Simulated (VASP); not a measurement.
# SiO2 (Stishovite) (P4_2/mnm) in VASP: further runs

The runs below take SiO2 (Stishovite) through single point, with LDA.

Program: VASP 6.6.1. These are calculated values, not measurements. Logs are shortened: lines on timing, memory, paths and dates and some standing lists are left out, and cuts for length are marked.

## Step 1: The cell of the first run

It takes space group P4_2/mnm (No. 136, tetragonal). The conventional cell has a = 4.121 Å, b = 4.121 Å, c = 2.629 Å, α = 90.00°, β = 90.00°, γ = 90.00°. Within 2.3 Å of Si (site symmetry mmm) lie 6 O at 1.73 to 1.78 Å. Within 2.3 Å of O (site symmetry m2m) lie 3 Si at 1.73 to 1.78 Å and 1 O at 2.26 Å.

## Step 2: Single point, LDA

File INCAR:

```
SYSTEM = SiO2
ALGO = Normal
EDIFF = 1E-6
ENCUT = 520
GGA = CA
ISIF = 2
ISMEAR = 0
LASPH = .True.
LCHARG = .True.
LELF = .True.
LREAL = .False.
LVHAR = .True.
LWAVE = .False.
NBANDS = 25
NELM = 100
PREC = Accurate
SIGMA = 0.01
```

File KPOINTS:

```
k-points
0
Gamma
  6 6 8
  0 0 0
```

File POSCAR:

```
SiO2
1.0
    4.1208430792      0.0000000000      0.0000000000
    0.0000000000      4.1208430792      0.0000000000
    0.0000000000      0.0000000000      2.6291793682
Si O
2 4
Direct
    0.0000000000      0.0000000000      0.0000000000
    0.5000000000      0.5000000000      0.5000000000
    0.3059000000      0.3059000000      0.0000000000
    0.1941000000      0.8059000000      0.5000000000
    0.6941000000      0.6941000000      0.0000000000
    0.8059000000      0.1941000000      0.5000000000
```

Potentials or basis: VASP PAW LDA potentials, release 64 (Si, O).

Started as:

```console
cat potpaw_LDA.64/Si/POTCAR potpaw_LDA.64/O/POTCAR > POTCAR
mpirun -np 1 vasp_std > vasp.out
```

OUTCAR:

```text
SYSTEM = SiO2
   EDIFF = 1E-6
   ENCUT = 520
   GGA = CA
   ISIF = 2
   ISMEAR = 0
   LASPH = .True.
   LREAL = .False.
   NELM = 100
   PREC = Accurate

 ion  position               nearest neighbor table
   1  0.000  0.000  0.000-   4 1.73   6 1.73   4 1.73   6 1.73   5 1.78   3 1.78
   2  0.500  0.500  0.500-   3 1.73   5 1.73   3 1.73   5 1.73   4 1.78   6 1.78
   3  0.306  0.306  0.000-   2 1.73   2 1.73   1 1.78
   4  0.194  0.806  0.500-   1 1.73   1 1.73   2 1.78
   5  0.694  0.694  0.000-   2 1.73   2 1.73   1 1.78
   6  0.806  0.194  0.500-   1 1.73   1 1.73   2 1.78

  LATTYP: Found a simple tetragonal cell.
 ALAT       =     4.1208430792
 C/A-ratio  =     0.6380197735

  Lattice vectors:

 A1 = (   4.1208430792,   0.0000000000,   0.0000000000)
 A2 = (   0.0000000000,   4.1208430792,   0.0000000000)
 A3 = (   0.0000000000,   0.0000000000,   2.6291793682)

Analysis of symmetry for initial positions (statically):
=====================================================================
 Subroutine PRICEL returns:
 Original cell was already a primitive cell.

 Routine SETGRP: Setting up the symmetry group for a
 simple tetragonal supercell.

 Subroutine GETGRP returns: Found 16 space group operations
 (whereof  8 operations were pure point group operations)
 out of a pool of 16 trial point group operations.

The static configuration has the point symmetry D_2h.
 The point group associated with its full space group is D_4h.

Analysis of symmetry for dynamics (positions and initial velocities):
=====================================================================
 Subroutine PRICEL returns:
 Original cell was already a primitive cell.

 Routine SETGRP: Setting up the symmetry group for a
 simple tetragonal supercell.

 Subroutine GETGRP returns: Found 16 space group operations
 (whereof  8 operations were pure point group operations)
 out of a pool of 16 trial point group operations.

The dynamic configuration has the point symmetry D_2h.
 The point group associated with its full space group is D_4h.

 Subroutine INISYM returns: Found 16 space group operations
 (whereof  8 operations are pure point group operations),
 and found     1 'primitive' translations

----------------------------------------------------------------------------------------

                                     Primitive cell

  volume of cell :      44.6470

  direct lattice vectors                    reciprocal lattice vectors
     4.120843079  0.000000000  0.000000000     0.242668789  0.000000000  0.000000000
     0.000000000  4.120843079  0.000000000     0.000000000  0.242668789  0.000000000
     0.000000000  0.000000000  2.629179368     0.000000000  0.000000000  0.380346815

  length of vectors
     4.120843079  4.120843079  2.629179368     0.242668789  0.242668789  0.380346815

  position of ions in fractional coordinates (direct lattice)
     0.000000000  0.000000000  0.000000000
     0.500000000  0.500000000  0.500000000
     0.305900000  0.305900000  0.000000000
     0.194100000  0.805900000  0.500000000
     0.694100000  0.694100000  0.000000000
     0.805900000  0.194100000  0.500000000

  ion indices of the primitive-cell ions
   primitive index   ion index
                 1           1
                 2           2
                 3           3
                 4           4
                 5           5
                 6           6

----------------------------------------------------------------------------------------

 KPOINTS: k-points

Automatic generation of k-mesh.
 Grid dimensions read from file:
 generate k-points for:    6    6    8

 Generating k-lattice:

  Cartesian coordinates                     Fractional coordinates (reciprocal lattice)
     0.040444798  0.000000000  0.000000000     0.166666667  0.000000000  0.000000000
     0.000000000  0.040444798  0.000000000     0.000000000  0.166666667  0.000000000
     0.000000000  0.000000000  0.047543352     0.000000000  0.000000000  0.125000000

  Length of vectors
     0.040444798  0.040444798  0.047543352

  Shift w.r.t. Gamma in fractional coordinates (k-lattice)
     0.000000000  0.000000000  0.000000000

 Subroutine IBZKPT returns following result:
 ===========================================

 Found     50 irreducible k-points:

 Following reciprocal coordinates:
            Coordinates               Weight
  0.000000  0.000000  0.000000      1.000000
  0.166667  0.000000  0.000000      4.000000
  0.333333  0.000000  0.000000      4.000000
  0.500000  0.000000  0.000000      2.000000
  0.166667  0.166667  0.000000      4.000000
  0.333333  0.166667  0.000000      8.000000
[... 16 lines left out ...]
  0.333333  0.000000  0.250000      8.000000
  0.500000  0.000000  0.250000      4.000000
 [... further k-points ...]
   k-points           NKPTS =     50   k-points in BZ     NKDIM =     50   number of bands    NBANDS=     25
   number of dos      NEDOS =    301   number of ions     NIONS =      6
   total plane-waves  NPLWV =  20480
   dimension x,y,z NGX =    32 NGY =   32 NGZ =   20
   dimension x,y,z NGXF=    64 NGYF=   64 NGZF=   40
   ions per type =               2   4
   NGX,Y,Z   is equivalent  to a cutoff of  12.91, 12.91, 12.65 a.u.
   NGXF,Y,Z  is equivalent  to a cutoff of  25.82, 25.82, 25.29 a.u.
 SYSTEM =  SiO2
   PREC   = accura    normal or accurate (medium, high low for compatibility)
   ISTART =      0    job   : 0-new  1-cont  2-samecut
   ICHARG =      2    charge: 1-file 2-atom 10-const
   ISPIN  =      1    spin polarized calculation?
   LNONCOLLINEAR =      F non collinear calculations
   LSORBIT =      F    spin-orbit coupling
   LASPH  =      T    aspherical Exc in radial PAW
   ENCUT  =  520.0 eV  38.22 Ry    6.18 a.u.   7.66  7.66  4.89*2*pi/ulx,y,z
   NELM   =    100;   NELMIN=  2; NELMDL= -5     # of ELM steps
   EDIFF  = 0.1E-05   stopping-criterion for ELM
   LREAL  =      F    real-space projection
   EDIFFG = 0.1E-04   stopping-criterion for IOM
   NSW    =      0    number of steps for IOM
   IBRION =     -1    ionic relax: 0-MD 1-quasi-New 2-CG
   NFREE  =      0    steps in history (QN), initial steepest desc. (CG)
   ISIF   =      2    stress and relaxation
   ISYM   =      2    0-nonsym 1-usesym 2-fastsym
   POTIM  = 0.5000    time-step for ionic-motion
   TEBEG  =    0.0;   TEEND  =   0.0 temperature during run
   PSTRESS=    0.0 pullay stress
   NELECT =      32.0000    total number of electrons
   NUPDOWN=      -1.0000    fix difference up-down
   EMIN   =  10.00;   EMAX   =-10.00  energy-range for DOS
   EFERMI =   0.00;   METHOD = LEGACY
   ISMEAR =     0;   SIGMA  =   0.01  broadening in eV -4-tet -1-fermi 0-gaus
   EFERMI_NEDOS =   21; number of points for ismear=-14 and -15
   IALGO  =     38    algorithm
   IMIX   =      4    mixing-type and parameters
     AMIX     =   0.40;   BMIX     =  1.00
     AMIX_MAG =   1.60;   BMIX_MAG =  1.00
  volume/ion in A,a.u.               =       7.44        50.22
  Fermi-wavevector in a.u.,A,eV,Ry     =   1.465078  2.768596 29.204267  2.146453
  Thomas-Fermi vector in A             =   2.580978
   LORBIT       =      0    0 simple, 1 ext, 2 COOP (PROOUT), +10 PAW based schemes
   GGA     = CA    functional components
   LHFCALC =     F    Hartree Fock is set to
   AEXX    =    0.0000 exact exchange contribution
   IVDW    =     0    specifies the selected vdW correction
   LEPSILON=     F    determine dielectric tensor
   LRPA    =     F    only Hartree local field effects (RPA)
 non-spin polarized calculation
 Gauss-broadening in eV      SIGMA  =   0.01
  energy-cutoff  :      520.00
  volume of cell :       44.65
 maximum number of plane-waves:      1226
 NGX is ok and might be reduce to    32
   NGX = 15   NGY = 15   NGZ =  9

 number of electron      31.9999982 magnetization

 Free energy of the ion-electron system (eV)
  ---------------------------------------------------
  ext. energy  EPLUGINS =         0.00000000
  ---------------------------------------------------
  free energy    TOTEN  =       -51.91142533 eV

  energy without entropy =      -51.91142533  energy(sigma->0) =      -51.91142533

 E-fermi :   8.7629     XC(G=0): -12.9481

 val. band max:        8.6967304806   @ k =   0.0000   0.0000   0.0000
 cond. band min:      15.0747525265   @ k =   0.0000   0.0000   0.0000
 fundamental gap:      6.3780220459
 Fermi energy:         8.7629358514

 k-point     1 :       0.0000    0.0000    0.0000
  band No.  band energies     occupation
      1     -14.1800      2.00000
      2     -10.2095      2.00000
      3     -10.2095      2.00000
      4      -9.9647      2.00000
      5      -2.4756      2.00000
      6       1.9273      2.00000
[... 17 lines left out ...]
     24      23.3178      0.00000
     25      24.5879      0.00000

 k-point     2 :       0.1667    0.0000    0.0000
  band No.  band energies     occupation
      1     -14.0248      2.00000
      2     -10.9590      2.00000
      3     -10.1273      2.00000
      4      -9.5498      2.00000
      5      -2.3020      2.00000
      6       1.1578      2.00000
[... 17 lines left out ...]
     24      22.6621      0.00000
     25      24.4191      0.00000

 k-point     3 :       0.3333    0.0000    0.0000
  band No.  band energies     occupation
      1     -13.5695      2.00000
      2     -11.9378      2.00000
      3      -9.9060      2.00000
      4      -9.4438      2.00000
      5      -1.8057      2.00000
      6       0.0049      2.00000
[... 17 lines left out ...]
     24      22.7762      0.00000
     25      23.7882      0.00000

 k-point     4 :       0.5000    0.0000    0.0000
  band No.  band energies     occupation
      1     -12.8503      2.00000
      2     -12.8503      2.00000
      3      -9.6278      2.00000
      4      -9.6278      2.00000
      5      -1.0218      2.00000
      6      -1.0218      2.00000
[... 17 lines left out ...]
     24      22.4070      0.00000
     25      23.7225      0.00000
[... 477 lines left out ...]
 k-point    22 :       0.1667    0.0000    0.2500
  band No.  band energies     occupation
      1     -13.1760      2.00000
      2     -10.5296      2.00000
      3      -9.7349      2.00000
      4      -9.5006      2.00000
      5      -1.9702      2.00000
      6       1.0428      2.00000
[... 17 lines left out ...]
     24      22.5667      0.00000
     25      22.7602      0.00000

 k-point    23 :       0.3333    0.0000    0.2500
  band No.  band energies     occupation
      1     -12.7608      2.00000
      2     -11.3269      2.00000
      3      -9.6049      2.00000
      4      -9.3940      2.00000
      5      -1.2478      2.00000
      6       0.4569      2.00000
[... 17 lines left out ...]
     24      21.6487      0.00000
     25      22.4598      0.00000

 k-point    24 :       0.5000    0.0000    0.2500
  band No.  band energies     occupation
      1     -12.1166      2.00000
      2     -12.1166      2.00000
      3      -9.4606      2.00000
      4      -9.4606      2.00000
      5      -0.3629      2.00000
      6      -0.3629      2.00000
[... 17 lines left out ...]
     24      21.5813      0.00000
     25      22.4206      0.00000

 [... further k-points ...]
[... 5 lines left out ...]
  --------------------------------------------------------------------------------------
  -------------------------------------------------------------------------------------
  Total        2.8445160      2.8445160      4.2242453      0.0000000      0.0000000      0.0000000
  in kB      102.0766950    102.0766950    151.5888779      0.0000000      0.0000000      0.0000000
  external PRESSURE =     118.5807560 kB  Pullay stress =       0.0000000 kB

 VOLUME and BASIS-vectors are now :
 -----------------------------------------------------------------------------
  energy-cutoff  :      520.00
  volume of cell :       44.65
      direct lattice vectors                 reciprocal lattice vectors
     4.120843079  0.000000000  0.000000000     0.242668789  0.000000000  0.000000000
     0.000000000  4.120843079  0.000000000     0.000000000  0.242668789  0.000000000
     0.000000000  0.000000000  2.629179368     0.000000000  0.000000000  0.380346815

 POSITION                                       TOTAL-FORCE (eV/Angst)
 -----------------------------------------------------------------------------------
      0.00000      0.00000      0.00000         0.000000      0.000000      0.000000
      2.06042      2.06042      1.31459         0.000000      0.000000      0.000000
      1.26057      1.26057      0.00000        -0.202003     -0.202003     -0.000000
      0.79986      3.32099      1.31459         0.202003     -0.202003     -0.000000
      2.86028      2.86028      0.00000         0.202003      0.202003      0.000000
      3.32099      0.79986      1.31459        -0.202003      0.202003      0.000000
 -----------------------------------------------------------------------------------
    total drift:                                0.000000      0.000000     -0.000000

  FREE ENERGIE OF THE ION-ELECTRON SYSTEM (eV)
  ---------------------------------------------------
  free  energy   TOTEN  =       -51.9114253347 eV

  energy  without entropy=      -51.9114253347  energy(sigma->0) =      -51.91142533
```

Run time: 40 s. Hardware: 1 thread of Intel Xeon Platinum 8488C (Sapphire Rapids), shared host; peak memory 0.16 GiB.

Results:

| Quantity | Value |
| --- | --- |
| Free energy | -51.9114 eV |
| Pressure | 11.9 GPa |
| Largest force | 0.286 eV/Å |
| Band gap on the k mesh | 6.38 eV, direct |

Forces on the atoms (eV/Å):
```
Si   0.000  0.000  0.000
Si   0.000  0.000  0.000
O   -0.202 -0.202  0.000
O    0.202 -0.202  0.000
O    0.202  0.202  0.000
O   -0.202  0.202  0.000
```

(Part 1 of 2 ends here.)
